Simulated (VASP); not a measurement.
A run of VASP 6.6.1:

INCAR

```
SYSTEM = NaH
PREC = Accurate
ENCUT = 520
EDIFF = 1E-8
ISMEAR = 0
SIGMA = 0.01
LREAL = .FALSE.
LASPH = .TRUE.
NELM = 80
ALGO = Normal
ISIF = 2
LWAVE = .FALSE.
LCHARG = .FALSE.
GGA = PE
NBANDS = 11
IBRION = 8
NSW = 1
LEPSILON = .TRUE.
```

The input KPOINTS:

```
Automatic mesh
0
G
  8 8 8
  0 0 0
```

Contents of POSCAR:

```
NaH
1.0
    0.0000000000      2.4156894544      2.4156894544
    2.4156894544      0.0000000000      2.4156894544
    2.4156894544      2.4156894544      0.0000000000
Na H
1 1
Direct
    0.5000000000      0.5000000000      0.5000000000
    0.0000000000      0.0000000000      0.0000000000
```

Potentials or basis: VASP PAW PBE potentials, release 64 (Na_pv, H).

The run is started by

```console
$ cat potpaw_PBE.64/Na_pv/POTCAR potpaw_PBE.64/H/POTCAR > POTCAR
$ mpirun -np 1 vasp_std > vasp.out
```

Hardware: 1 thread of AMD EPYC 9R45 96-Core Processor (Zen 5), with other jobs on the host.

Question: How long does it take, and how much memory?

Answer: It took 99 s on 1 thread of AMD EPYC 9R45 96-Core Processor (Zen 5), with other jobs on the host, peak memory 0.17 GiB. Counts: scf iterations 137, k points 29.
